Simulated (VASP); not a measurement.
# BP in VASP: a series of runs

The runs below take BP through single point, with PBE.

Program: VASP 6.6.1. These are calculated values, not measurements. Logs are shortened: lines on timing, memory, paths and dates and some standing lists are left out, and cuts for length are marked.

### Step 1. The cell of the first run

The structure is tetragonal, space group I-4m2 (No. 119). Conventional cell: a = 3.209 Å, b = 3.209 Å, c = 4.720 Å, α = 90.00°, β = 90.00°, γ = 90.00°. Within 2.6 Å of B (site symmetry -4m2) lie 4 P at 1.99 Å. Within 2.6 Å of P (site symmetry -4m2) lie 4 B at 1.99 Å.

### Step 2. Single point, PBE (strain +0.000 along x and y, +0.040 along z)

Contents of INCAR:

```
SYSTEM = BP
ALGO = Normal
EDIFF = 1E-6
ENCUT = 520
GGA = PE
ISIF = 2
ISMEAR = 0
LASPH = .True.
LCHARG = .True.
LELF = .True.
LREAL = .False.
LVHAR = .True.
LWAVE = .False.
NBANDS = 11
NELM = 80
PREC = Accurate
SIGMA = 0.05
```

Contents of KPOINTS:

```
k-points
0
Gamma
  10 10 10
  0 0 0
```

Contents of POSCAR:

```
BP
1.0
    0.0000000000      2.2690000000      2.3597600000
    2.2690000000      0.0000000000      2.3597600000
    2.2690000000      2.2690000000      0.0000000000
B P
1 1
Direct
    0.0000000000      0.0000000000      0.0000000000
    0.7500000000      0.7500000000      0.7500000000
```

Potentials or basis: VASP PAW PBE potentials, release 64 (B, P).

On the command line:

```
> cat potpaw_PBE.64/B/POTCAR potpaw_PBE.64/P/POTCAR > POTCAR
> mpirun -np 1 vasp_std > vasp.out
```

OUTCAR:

```text
SYSTEM = BP
   EDIFF = 1E-6
   ENCUT = 520
   GGA = PE
   ISIF = 2
   ISMEAR = 0
   LASPH = .True.
   LREAL = .False.
   NELM = 80
   PREC = Accurate

 ion  position               nearest neighbor table
   1  0.000  0.000  0.000-   2 1.99   2 1.99   2 1.99   2 1.99
   2  0.750  0.750  0.750-   1 1.99   1 1.99   1 1.99   1 1.99

  LATTYP: Found a body centered tetragonal cell.
 ALAT       =     3.2088505730
 C/A-ratio  =     1.4707821049

  Lattice vectors:

 A1 = (  -2.2690000000,   0.0000000000,   2.3597600000)
 A2 = (   2.2690000000,   0.0000000000,   2.3597600000)
 A3 = (   0.0000000000,   2.2690000000,  -2.3597600000)

Analysis of symmetry for initial positions (statically):
=====================================================================
 Subroutine PRICEL returns:
 Original cell was already a primitive cell.

 Routine SETGRP: Setting up the symmetry group for a
 body centered tetragonal supercell.

 Subroutine GETGRP returns: Found  8 space group operations
 (whereof  8 operations were pure point group operations)
 out of a pool of 16 trial point group operations.

The static configuration has the point symmetry D_2d.

Analysis of symmetry for dynamics (positions and initial velocities):
=====================================================================
 Subroutine PRICEL returns:
 Original cell was already a primitive cell.

 Routine SETGRP: Setting up the symmetry group for a
 body centered tetragonal supercell.

 Subroutine GETGRP returns: Found  8 space group operations
 (whereof  8 operations were pure point group operations)
 out of a pool of 16 trial point group operations.

The dynamic configuration has the point symmetry D_2d.

 Subroutine INISYM returns: Found  8 space group operations
 (whereof  8 operations are pure point group operations),
 and found     1 'primitive' translations

----------------------------------------------------------------------------------------

                                     Primitive cell

  volume of cell :      24.2978

  direct lattice vectors                    reciprocal lattice vectors
     0.000000000  2.269000000  2.359760000    -0.220361393  0.220361393  0.211885955
     2.269000000  0.000000000  2.359760000     0.220361393 -0.220361393  0.211885955
     2.269000000  2.269000000  0.000000000     0.220361393  0.220361393 -0.211885955

  length of vectors
     3.273656710  3.273656710  3.208850573     0.376847376  0.376847376  0.376847376

  position of ions in fractional coordinates (direct lattice)
     0.000000000  0.000000000  0.000000000
     0.750000000  0.750000000  0.750000000

  ion indices of the primitive-cell ions
   primitive index   ion index
                 1           1
                 2           2

----------------------------------------------------------------------------------------

 KPOINTS: k-points

Automatic generation of k-mesh.
 Grid dimensions read from file:
 generate k-points for:   10   10   10

 Generating k-lattice:

  Cartesian coordinates                     Fractional coordinates (reciprocal lattice)
    -0.022036139  0.022036139  0.021188595     0.100000000  0.000000000  0.000000000
     0.022036139 -0.022036139  0.021188595     0.000000000  0.100000000  0.000000000
     0.022036139  0.022036139 -0.021188595     0.000000000  0.000000000  0.100000000

  Length of vectors
     0.037684738  0.037684738  0.037684738

  Shift w.r.t. Gamma in fractional coordinates (k-lattice)
     0.000000000  0.000000000  0.000000000

 Subroutine IBZKPT returns following result:
 ===========================================

 Found    102 irreducible k-points:

 Following reciprocal coordinates:
            Coordinates               Weight
  0.000000  0.000000  0.000000      1.000000
  0.100000  0.000000  0.000000      8.000000
  0.200000  0.000000  0.000000      8.000000
  0.300000 -0.000000  0.000000      8.000000
  0.400000  0.000000  0.000000      8.000000
  0.500000  0.000000  0.000000      4.000000
[... 16 lines left out ...]
  0.300000  0.300000  0.000000      2.000000
  0.400000  0.300000  0.000000      8.000000
 [... further k-points ...]
   k-points           NKPTS =    102   k-points in BZ     NKDIM =    102   number of bands    NBANDS=     11
   number of dos      NEDOS =    301   number of ions     NIONS =      2
   total plane-waves  NPLWV =  13824
   dimension x,y,z NGX =    24 NGY =   24 NGZ =   24
   dimension x,y,z NGXF=    48 NGYF=   48 NGZF=   48
   ions per type =               1   1
   NGX,Y,Z   is equivalent  to a cutoff of  12.19, 12.19, 12.43 a.u.
   NGXF,Y,Z  is equivalent  to a cutoff of  24.38, 24.38, 24.87 a.u.
 SYSTEM =  BP
   PREC   = accura    normal or accurate (medium, high low for compatibility)
   ISTART =      0    job   : 0-new  1-cont  2-samecut
   ICHARG =      2    charge: 1-file 2-atom 10-const
   ISPIN  =      1    spin polarized calculation?
   LNONCOLLINEAR =      F non collinear calculations
   LSORBIT =      F    spin-orbit coupling
   LASPH  =      T    aspherical Exc in radial PAW
   ENCUT  =  520.0 eV  38.22 Ry    6.18 a.u.   6.09  6.09  5.97*2*pi/ulx,y,z
   NELM   =     80;   NELMIN=  2; NELMDL= -5     # of ELM steps
   EDIFF  = 0.1E-05   stopping-criterion for ELM
   LREAL  =      F    real-space projection
   EDIFFG = 0.1E-04   stopping-criterion for IOM
   NSW    =      0    number of steps for IOM
   IBRION =     -1    ionic relax: 0-MD 1-quasi-New 2-CG
   NFREE  =      0    steps in history (QN), initial steepest desc. (CG)
   ISIF   =      2    stress and relaxation
   ISYM   =      2    0-nonsym 1-usesym 2-fastsym
   POTIM  = 0.5000    time-step for ionic-motion
   TEBEG  =    0.0;   TEEND  =   0.0 temperature during run
   PSTRESS=    0.0 pullay stress
   NELECT =       8.0000    total number of electrons
   NUPDOWN=      -1.0000    fix difference up-down
   EMIN   =  10.00;   EMAX   =-10.00  energy-range for DOS
   EFERMI =   0.00;   METHOD = LEGACY
   ISMEAR =     0;   SIGMA  =   0.05  broadening in eV -4-tet -1-fermi 0-gaus
   EFERMI_NEDOS =   21; number of points for ismear=-14 and -15
   IALGO  =     38    algorithm
   IMIX   =      4    mixing-type and parameters
     AMIX     =   0.40;   BMIX     =  1.00
     AMIX_MAG =   1.60;   BMIX_MAG =  1.00
  volume/ion in A,a.u.               =      12.15        81.98
  Fermi-wavevector in a.u.,A,eV,Ry     =   1.130444  2.136230 17.386948  1.277905
  Thomas-Fermi vector in A             =   2.267141
   LORBIT       =      0    0 simple, 1 ext, 2 COOP (PROOUT), +10 PAW based schemes
   GGA     = PE    functional components
   LHFCALC =     F    Hartree Fock is set to
   AEXX    =    0.0000 exact exchange contribution
   IVDW    =     0    specifies the selected vdW correction
   LEPSILON=     F    determine dielectric tensor
   LRPA    =     F    only Hartree local field effects (RPA)
 non-spin polarized calculation
 Gauss-broadening in eV      SIGMA  =   0.05
  energy-cutoff  :      520.00
  volume of cell :       24.30
 maximum number of plane-waves:       666
   NGX = 13   NGY = 13   NGZ = 11

 number of electron       7.9999999 magnetization

 Free energy of the ion-electron system (eV)
  ---------------------------------------------------
  ext. energy  EPLUGINS =         0.00000000
  ---------------------------------------------------
  free energy    TOTEN  =       -12.89719177 eV

  energy without entropy =      -12.89719177  energy(sigma->0) =      -12.89719177

 E-fermi :   7.3346     XC(G=0): -10.7409

 val. band max:        7.1093097662   @ k =   0.0000   0.0000   0.0000
 cond. band min:       8.1106469036   @ k =   0.4000   0.0000   0.4000
 fundamental gap:      1.0013371374
 Fermi energy:         7.3346281837

 k-point     1 :       0.0000    0.0000    0.0000
  band No.  band energies     occupation
      1      -8.1378      2.00000
      2       6.7155      2.00000
      3       7.1093      2.00000
      4       7.1093      2.00000
      5      10.2586      0.00000
      6      10.2586      0.00000
      7      10.4778      0.00000
      8      13.7337      0.00000
      9      18.2249      0.00000
     10      18.4745      0.00000
     11      19.5031      0.00000

 k-point     2 :       0.1000    0.0000    0.0000
  band No.  band energies     occupation
      1      -7.9633      2.00000
      2       5.6807      2.00000
      3       6.5737      2.00000
      4       6.8377      2.00000
      5      10.5862      0.00000
      6      10.6609      0.00000
      7      10.9201      0.00000
      8      14.2965      0.00000
      9      17.8855      0.00000
     10      18.7573      0.00000
     11      18.7898      0.00000

 k-point     3 :       0.2000    0.0000    0.0000
  band No.  band energies     occupation
      1      -7.4470      2.00000
      2       3.4184      2.00000
      3       5.9792      2.00000
      4       6.3276      2.00000
      5      10.7391      0.00000
      6      11.4152      0.00000
      7      11.5255      0.00000
      8      15.5814      0.00000
      9      17.4885      0.00000
     10      18.0048      0.00000
     11      19.6682      0.00000

 k-point     4 :       0.3000   -0.0000    0.0000
  band No.  band energies     occupation
      1      -6.6202      2.00000
      2       1.1290      2.00000
      3       5.4640      2.00000
      4       5.8871      2.00000
      5      10.5856      0.00000
      6      11.7873      0.00000
      7      11.8638      0.00000
      8      16.6621      0.00000
      9      18.2226      0.00000
     10      18.3229      0.00000
     11      19.9242      0.00000
[... 239 lines left out ...]
 k-point    22 :      -0.2000    0.2000    0.0000
  band No.  band energies     occupation
      1      -6.2985      2.00000
      2       1.7157      2.00000
      3       2.7823      2.00000
      4       6.0230      2.00000
      5      11.6394      0.00000
      6      12.1703      0.00000
      7      12.9165      0.00000
      8      14.9298      0.00000
      9      16.6003      0.00000
     10      20.4872      0.00000
     11      22.5028      0.00000

 k-point    23 :       0.3000    0.3000    0.0000
  band No.  band energies     occupation
      1      -6.1941      2.00000
      2       1.8855      2.00000
      3       4.0987      2.00000
      4       4.0987      2.00000
      5       8.8434      0.00000
      6      11.0178      0.00000
      7      15.5659      0.00000
      8      15.5659      0.00000
      9      19.1786      0.00000
     10      21.5455      0.00000
     11      22.7388      0.00000

 k-point    24 :       0.4000    0.3000    0.0000
  band No.  band energies     occupation
      1      -5.4294      2.00000
      2       0.6875      2.00000
      3       3.2002      2.00000
      4       3.8308      2.00000
      5       9.1407      0.00000
      6      10.8578      0.00000
      7      16.1059      0.00000
      8      16.2487      0.00000
      9      20.2148      0.00000
     10      22.1924      0.00000
     11      23.2235      0.00000

 [... further k-points ...]

------------------------ aborting loop because EDIFF is reached ----------------------------------------

  FORCE on cell =-STRESS in cart. coord.  units (eV):
  Direction    XX          YY          ZZ          XY          YZ          ZX
  --------------------------------------------------------------------------------------
  -------------------------------------------------------------------------------------
  Total       -0.2388420     -0.2388420     -1.8593361      0.0000000      0.0000000      0.0000000
  in kB      -15.7490554    -15.7490554   -122.6031615      0.0000000      0.0000000      0.0000000
  external PRESSURE =     -51.3670908 kB  Pullay stress =       0.0000000 kB

 VOLUME and BASIS-vectors are now :
 -----------------------------------------------------------------------------
  energy-cutoff  :      520.00
  volume of cell :       24.30
      direct lattice vectors                 reciprocal lattice vectors
     0.000000000  2.269000000  2.359760000    -0.220361393  0.220361393  0.211885955
     2.269000000  0.000000000  2.359760000     0.220361393 -0.220361393  0.211885955
     2.269000000  2.269000000  0.000000000     0.220361393  0.220361393 -0.211885955

 POSITION                                       TOTAL-FORCE (eV/Angst)
 -----------------------------------------------------------------------------------
      0.00000      0.00000      0.00000        -0.000000     -0.000000      0.000000
      3.40350      3.40350      3.53964         0.000000      0.000000     -0.000000
 -----------------------------------------------------------------------------------
    total drift:                               -0.000000     -0.000000     -0.000000

  FREE ENERGIE OF THE ION-ELECTRON SYSTEM (eV)
  ---------------------------------------------------
  free  energy   TOTEN  =       -12.8971917657 eV

  energy  without entropy=      -12.8971917657  energy(sigma->0) =      -12.89719177
```

Run time: 11 s. Hardware: 1 thread of Intel Xeon Platinum 8488C (Sapphire Rapids), shared host; peak memory 0.15 GiB.

Results:

```
Free energy            : -12.8972 eV
Pressure               : -5.1 GPa
Band gap on the k mesh : 1.00 eV, indirect (least direct gap 3.15 eV)
```

Stress tensor (GPa, compression positive):
```
 -1.57   0.00   0.00
  0.00  -1.57   0.00
  0.00   0.00 -12.26
```

Caveat: the cell differs from its parent crystal (strain +0.000 along x and y, +0.040 along z).

[end of part 1 of 2]
